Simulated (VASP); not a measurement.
# Si3N4 (Fd-3m) in VASP: single point with PBE

Aim: the single point of Si3N4 with PBE.

The COD entry that gives the cell may itself be a prediction, so a difference from it is no test against experiment.

Program: VASP 6.6.1. These are calculated values, not measurements. Logs are shortened: lines on timing, memory, paths and dates and some standing lists are left out, and cuts for length are marked.

## 1. The cell of the first run

It takes space group Fd-3m (No. 227, cubic). Conventional cell: a = 7.676 Å, b = 7.676 Å, c = 7.676 Å, α = 90.00°, β = 90.00°, γ = 90.00°. Within 2.5 Å of Si (site symmetry -3m) lie 6 N at 1.87 Å. Within 2.3 Å of Si (site symmetry -43m) lie 4 N at 1.76 Å. Within 2.3 Å of N (site symmetry 3m) lie 4 Si at 1.76 to 1.87 Å.

## 2. Single point, PBE

Contents of INCAR:

```
PREC = Accurate
ENCUT = 520
EDIFF = 1E-6
ISMEAR = -1
SIGMA = 0.02
LREAL = False
LASPH = True
NELM = 100
ALGO = Normal
ISIF = 2
LWAVE = False
LCHARG = False
GGA = PE
NBANDS = 45
```

Contents of KPOINTS:

```
regular mesh
0
Gamma
  6 6 6
```

Contents of POSCAR:

```
Si3N4
1.0
    0.0000000000      3.8382500000      3.8382500000
    3.8382500000      0.0000000000      3.8382500000
    3.8382500000      3.8382500000      0.0000000000
Si N
6 8
Direct
    0.1250000000      0.1250000000      0.1250000000
    0.6250000000      0.1250000000      0.1250000000
    0.1250000000      0.1250000000      0.6250000000
    0.1250000000      0.6250000000      0.1250000000
    0.5000000000      0.5000000000      0.5000000000
    0.7500000000      0.7500000000      0.7500000000
    0.8822201174      0.8822201174      0.8822201174
    0.8966603523      0.3677798826      0.3677798826
    0.8822201174      0.8822201174      0.3533396477
    0.3677798826      0.8966603523      0.3677798826
    0.3533396477      0.8822201174      0.8822201174
    0.3677798826      0.3677798826      0.3677798826
    0.8822201174      0.3533396477      0.8822201174
    0.3677798826      0.3677798826      0.8966603523
```

Potentials or basis: VASP PAW PBE potentials, release 64 (Si, N).

Launch:

```bash
$ cat potpaw_PBE.64/Si/POTCAR potpaw_PBE.64/N/POTCAR > POTCAR
$ mpirun -np 1 vasp_std > vasp.out
```

OUTCAR:

```text
PREC = Accurate
   ENCUT = 520
   EDIFF = 1E-6
   ISMEAR = -1
   LREAL = False
   LASPH = True
   NELM = 100
   ISIF = 2
   GGA = PE

 ion  position               nearest neighbor table
   1  0.125  0.125  0.125-   8 1.87   9 1.87  10 1.87  11 1.87  13 1.87  14 1.87   2 2.71   3 2.71
                             4 2.71   3 2.71   4 2.71   2 2.71
   2  0.625  0.125  0.125-   9 1.87  10 1.87  13 1.87  14 1.87   7 1.87  12 1.87   1 2.71   3 2.71
                             4 2.71   1 2.71   3 2.71   4 2.71
   3  0.125  0.125  0.625-   8 1.87  10 1.87  11 1.87  13 1.87  12 1.87   7 1.87   1 2.71   1 2.71
                             2 2.71   4 2.71   4 2.71   2 2.71
   4  0.125  0.625  0.125-   8 1.87   9 1.87  11 1.87  14 1.87  12 1.87   7 1.87   1 2.71   3 2.71
                             1 2.71   2 2.71   3 2.71   2 2.71
   5  0.500  0.500  0.500-  12 1.76  14 1.76   8 1.76  10 1.76
   6  0.750  0.750  0.750-   7 1.76   9 1.76  11 1.76  13 1.76
   7  0.882  0.882  0.882-   6 1.76   3 1.87   4 1.87   2 1.87
   8  0.897  0.368  0.368-   5 1.76   4 1.87   3 1.87   1 1.87
   9  0.882  0.882  0.353-   6 1.76   4 1.87   2 1.87   1 1.87
  10  0.368  0.897  0.368-   5 1.76   3 1.87   2 1.87   1 1.87
  11  0.353  0.882  0.882-   6 1.76   4 1.87   3 1.87   1 1.87
  12  0.368  0.368  0.368-   5 1.76   3 1.87   4 1.87   2 1.87
  13  0.882  0.353  0.882-   6 1.76   3 1.87   2 1.87   1 1.87
  14  0.368  0.368  0.897-   5 1.76   4 1.87   2 1.87   1 1.87

  LATTYP: Found a face centered cubic cell.
 ALAT       =     7.6765000000

  Lattice vectors:

 A1 = (   0.0000000000,   3.8382500000,   3.8382500000)
 A2 = (   3.8382500000,   0.0000000000,   3.8382500000)
 A3 = (   3.8382500000,   3.8382500000,   0.0000000000)

Analysis of symmetry for initial positions (statically):
=====================================================================
 Subroutine PRICEL returns:
 Original cell was already a primitive cell.

 Routine SETGRP: Setting up the symmetry group for a
 face centered cubic supercell.

 Subroutine GETGRP returns: Found 48 space group operations
 (whereof 24 operations were pure point group operations)
 out of a pool of 48 trial point group operations.

The static configuration has the point symmetry T_d .
 The point group associated with its full space group is O_h .

Analysis of symmetry for dynamics (positions and initial velocities):
=====================================================================
 Subroutine PRICEL returns:
 Original cell was already a primitive cell.

 Routine SETGRP: Setting up the symmetry group for a
 face centered cubic supercell.

 Subroutine GETGRP returns: Found 48 space group operations
 (whereof 24 operations were pure point group operations)
 out of a pool of 48 trial point group operations.

The dynamic configuration has the point symmetry T_d .
 The point group associated with its full space group is O_h .

 Subroutine INISYM returns: Found 48 space group operations
 (whereof 24 operations are pure point group operations),
 and found     1 'primitive' translations

----------------------------------------------------------------------------------------

                                     Primitive cell

  volume of cell :     113.0914

  direct lattice vectors                    reciprocal lattice vectors
     0.000000000  3.838250000  3.838250000    -0.130267700  0.130267700  0.130267700
     3.838250000  0.000000000  3.838250000     0.130267700 -0.130267700  0.130267700
     3.838250000  3.838250000  0.000000000     0.130267700  0.130267700 -0.130267700

  length of vectors
     5.428105206  5.428105206  5.428105206     0.225630275  0.225630275  0.225630275

  position of ions in fractional coordinates (direct lattice)
     0.125000000  0.125000000  0.125000000
     0.625000000  0.125000000  0.125000000
     0.125000000  0.125000000  0.625000000
     0.125000000  0.625000000  0.125000000
     0.500000000  0.500000000  0.500000000
     0.750000000  0.750000000  0.750000000
     0.882220117  0.882220117  0.882220117
     0.896660352  0.367779883  0.367779883
     0.882220117  0.882220117  0.353339648
     0.367779883  0.896660352  0.367779883
     0.353339648  0.882220117  0.882220117
     0.367779883  0.367779883  0.367779883
     0.882220117  0.353339648  0.882220117
     0.367779883  0.367779883  0.896660352

  ion indices of the primitive-cell ions
   primitive index   ion index
                 1           1
                 2           2
                 3           3
                 4           4
                 5           5
                 6           6
                 7           7
                 8           8
                 9           9
                10          10
                11          11
                12          12
                13          13
                14          14

----------------------------------------------------------------------------------------

 KPOINTS: regular mesh

Automatic generation of k-mesh.
 Grid dimensions read from file:
 generate k-points for:    6    6    6

 Generating k-lattice:

  Cartesian coordinates                     Fractional coordinates (reciprocal lattice)
    -0.021711283  0.021711283  0.021711283     0.166666667  0.000000000  0.000000000
     0.021711283 -0.021711283  0.021711283     0.000000000  0.166666667  0.000000000
     0.021711283  0.021711283 -0.021711283     0.000000000  0.000000000  0.166666667

  Length of vectors
     0.037605046  0.037605046  0.037605046

  Shift w.r.t. Gamma in fractional coordinates (k-lattice)
     0.000000000  0.000000000  0.000000000

 Subroutine IBZKPT returns following result:
 ===========================================

 Found     16 irreducible k-points:

 Following reciprocal coordinates:
            Coordinates               Weight
  0.000000  0.000000  0.000000      1.000000
  0.166667  0.000000  0.000000      8.000000
  0.333333  0.000000  0.000000      8.000000
  0.500000  0.000000  0.000000      4.000000
  0.166667  0.166667  0.000000      6.000000
  0.333333  0.166667  0.000000     24.000000
[... 8 lines left out ...]
 -0.333333  0.333333  0.166667     24.000000
 -0.333333  0.500000  0.166667     12.000000
   k-points           NKPTS =     16   k-points in BZ     NKDIM =     16   number of bands    NBANDS=     45
   number of dos      NEDOS =    301   number of ions     NIONS =     14
   total plane-waves  NPLWV =  64000
   dimension x,y,z NGX =    40 NGY =   40 NGZ =   40
   dimension x,y,z NGXF=    80 NGYF=   80 NGZF=   80
   ions per type =               6   8
   NGX,Y,Z   is equivalent  to a cutoff of  12.25, 12.25, 12.25 a.u.
   NGXF,Y,Z  is equivalent  to a cutoff of  24.50, 24.50, 24.50 a.u.
 SYSTEM =  unknown system
   PREC   = accura    normal or accurate (medium, high low for compatibility)
   ISTART =      0    job   : 0-new  1-cont  2-samecut
   ICHARG =      2    charge: 1-file 2-atom 10-const
   ISPIN  =      1    spin polarized calculation?
   LNONCOLLINEAR =      F non collinear calculations
   LSORBIT =      F    spin-orbit coupling
   LASPH  =      T    aspherical Exc in radial PAW
   ENCUT  =  520.0 eV  38.22 Ry    6.18 a.u.  10.09 10.09 10.09*2*pi/ulx,y,z
   NELM   =    100;   NELMIN=  2; NELMDL= -5     # of ELM steps
   EDIFF  = 0.1E-05   stopping-criterion for ELM
   LREAL  =      F    real-space projection
   EDIFFG = 0.1E-04   stopping-criterion for IOM
   NSW    =      0    number of steps for IOM
   IBRION =     -1    ionic relax: 0-MD 1-quasi-New 2-CG
   NFREE  =      0    steps in history (QN), initial steepest desc. (CG)
   ISIF   =      2    stress and relaxation
   ISYM   =      2    0-nonsym 1-usesym 2-fastsym
   POTIM  = 0.5000    time-step for ionic-motion
   TEBEG  =    0.0;   TEEND  =   0.0 temperature during run
   PSTRESS=    0.0 pullay stress
   NELECT =      64.0000    total number of electrons
   NUPDOWN=      -1.0000    fix difference up-down
   EMIN   =  10.00;   EMAX   =-10.00  energy-range for DOS
   EFERMI =   0.00;   METHOD = LEGACY
   ISMEAR =    -1;   SIGMA  =   0.02  broadening in eV -4-tet -1-fermi 0-gaus
   EFERMI_NEDOS =   21; number of points for ismear=-14 and -15
   IALGO  =     38    algorithm
   IMIX   =      4    mixing-type and parameters
     AMIX     =   0.40;   BMIX     =  1.00
     AMIX_MAG =   1.60;   BMIX_MAG =  1.00
  volume/ion in A,a.u.               =       8.08        54.51
  Fermi-wavevector in a.u.,A,eV,Ry     =   1.354123  2.558922 24.948324  1.833650
  Thomas-Fermi vector in A             =   2.481321
   LORBIT       =      0    0 simple, 1 ext, 2 COOP (PROOUT), +10 PAW based schemes
   GGA     = PE    functional components
   LHFCALC =     F    Hartree Fock is set to
   AEXX    =    0.0000 exact exchange contribution
   IVDW    =     0    specifies the selected vdW correction
   LEPSILON=     F    determine dielectric tensor
   LRPA    =     F    only Hartree local field effects (RPA)
 non-spin polarized calculation
  energy-cutoff  :      520.00
  volume of cell :      113.09
 maximum number of plane-waves:      3071
   NGX = 21   NGY = 21   NGZ = 21

 number of electron      64.0000010 magnetization

 Free energy of the ion-electron system (eV)
  ---------------------------------------------------
  ext. energy  EPLUGINS =         0.00000000
  ---------------------------------------------------
  free energy    TOTEN  =      -112.27214659 eV

  energy without entropy =     -112.27214659  energy(sigma->0) =     -112.27214659

 E-fermi :  10.1581     XC(G=0): -12.4269

 val. band max:        9.6755264864   @ k =  -0.1667   0.1667   0.0000
 cond. band min:      13.1804767021   @ k =   0.0000   0.0000   0.0000
 fundamental gap:      3.5049502156
 Fermi energy:        10.1580957922

 k-point     1 :       0.0000    0.0000    0.0000
  band No.  band energies     occupation
      1      -9.5177      2.00000
      2      -6.0767      2.00000
      3      -5.1278      2.00000
      4      -5.1278      2.00000
      5      -5.1278      2.00000
      6      -4.0954      2.00000
[... 36 lines left out ...]
     43      17.7819      0.00000
     44      19.5626      0.00000

 k-point     2 :       0.1667    0.0000    0.0000
  band No.  band energies     occupation
      1      -9.3647      2.00000
      2      -6.2695      2.00000
      3      -5.4689      2.00000
      4      -5.1003      2.00000
      5      -5.1003      2.00000
      6      -4.2137      2.00000
[... 36 lines left out ...]
     43      18.2089      0.00000
     44      19.0764      0.00000

 k-point     3 :       0.3333    0.0000    0.0000
  band No.  band energies     occupation
      1      -8.9288      2.00000
      2      -7.0451      2.00000
      3      -5.6455      2.00000
      4      -5.0084      2.00000
      5      -5.0084      2.00000
      6      -4.5106      2.00000
[... 36 lines left out ...]
     43      19.2644      0.00000
     44      19.2644      0.00000

 k-point     4 :       0.5000    0.0000    0.0000
  band No.  band energies     occupation
      1      -8.4847      2.00000
      2      -7.6820      2.00000
      3      -5.6390      2.00000
      4      -4.9037      2.00000
      5      -4.9037      2.00000
      6      -4.6705      2.00000
[... 506 lines left out ...]
     43      19.6422      0.00000
     44      19.9460      0.00000

 k-point    15 :      -0.3333    0.3333    0.1667
  band No.  band energies     occupation
      1      -8.1114      2.00000
      2      -7.4976      2.00000
      3      -6.5461      2.00000
      4      -5.9810      2.00000
      5      -4.6925      2.00000
      6      -4.5795      2.00000
[... 36 lines left out ...]
     43      20.0478      0.00000
     44      20.0560      0.00000

 k-point    16 :      -0.3333    0.5000    0.1667
  band No.  band energies     occupation
      1      -7.7421      2.00000
      2      -7.7421      2.00000
      3      -6.3926      2.00000
      4      -6.3926      2.00000
      5      -4.8299      2.00000
      6      -4.8299      2.00000
[... 36 lines left out ...]
     43      19.8259      0.00000
     44      19.8259      0.00000
 [bands above 44 left out]

------------------------ aborting loop because EDIFF is reached ----------------------------------------

  FORCE on cell =-STRESS in cart. coord.  units (eV):
  Direction    XX          YY          ZZ          XY          YZ          ZX
  --------------------------------------------------------------------------------------
  -------------------------------------------------------------------------------------
  Total        9.7705651      9.7705651      9.7705651      0.0000000      0.0000000     -0.0000000
  in kB      138.4205253    138.4205253    138.4205253      0.0000000      0.0000000     -0.0000000
  external PRESSURE =     138.4205253 kB  Pullay stress =       0.0000000 kB

 VOLUME and BASIS-vectors are now :
 -----------------------------------------------------------------------------
  energy-cutoff  :      520.00
  volume of cell :      113.09
      direct lattice vectors                 reciprocal lattice vectors
     0.000000000  3.838250000  3.838250000    -0.130267700  0.130267700  0.130267700
     3.838250000  0.000000000  3.838250000     0.130267700 -0.130267700  0.130267700
     3.838250000  3.838250000  0.000000000     0.130267700  0.130267700 -0.130267700

 POSITION                                       TOTAL-FORCE (eV/Angst)
 -----------------------------------------------------------------------------------
      0.95956      0.95956      0.95956         0.000000      0.000000      0.000000
      0.95956      2.87869      2.87869         0.000000      0.000000      0.000000
      2.87869      2.87869      0.95956         0.000000      0.000000      0.000000
      2.87869      0.95956      2.87869         0.000000      0.000000      0.000000
      3.83825      3.83825      3.83825         0.000000      0.000000      0.000000
      5.75737      5.75737      5.75737         0.000000      0.000000      0.000000
      6.77236      6.77236      6.77236        -0.004547     -0.004547     -0.004547
      2.82326      4.85324      4.85324         0.004547     -0.004547     -0.004547
      4.74239      4.74239      6.77236         0.004547      0.004547     -0.004547
      4.85324      2.82326      4.85324        -0.004547      0.004547     -0.004547
      6.77236      4.74239      4.74239        -0.004547      0.004547      0.004547
      2.82326      2.82326      2.82326         0.004547      0.004547      0.004547
      4.74239      6.77236      4.74239         0.004547     -0.004547      0.004547
      4.85324      4.85324      2.82326        -0.004547     -0.004547      0.004547
 -----------------------------------------------------------------------------------
    total drift:                                0.000000      0.000000     -0.000000

  FREE ENERGIE OF THE ION-ELECTRON SYSTEM (eV)
  ---------------------------------------------------
  free  energy   TOTEN  =      -112.2721465872 eV

  energy  without entropy=     -112.2721465872  energy(sigma->0) =     -112.27214659
```

Run time: 97 s. Hardware: 1 thread of Intel Xeon Platinum 8175M at 2.50GHz (Skylake/Cascade Lake), shared host; peak memory 0.25 GiB.

Results:

* Free energy: -112.2721 eV
* Pressure: 13.8 GPa
* Largest force: 0.008 eV/Å
* Band gap on the k mesh: 3.50 eV, indirect (least direct gap 3.53 eV)

Forces on the atoms (eV/Å):
```
Si   0.000  0.000  0.000
Si   0.000  0.000  0.000
Si   0.000  0.000  0.000
Si   0.000  0.000  0.000
Si   0.000  0.000  0.000
Si   0.000  0.000  0.000
N   -0.005 -0.005 -0.005
N    0.005 -0.005 -0.005
N    0.005  0.005 -0.005
N   -0.005  0.005 -0.005
N   -0.005  0.005  0.005
N    0.005  0.005  0.005
N    0.005 -0.005  0.005
N   -0.005 -0.005  0.005
```

A k mesh can miss the band edges. Expect the measured gap to be larger: semilocal functionals such as PBE lack the derivative discontinuity.
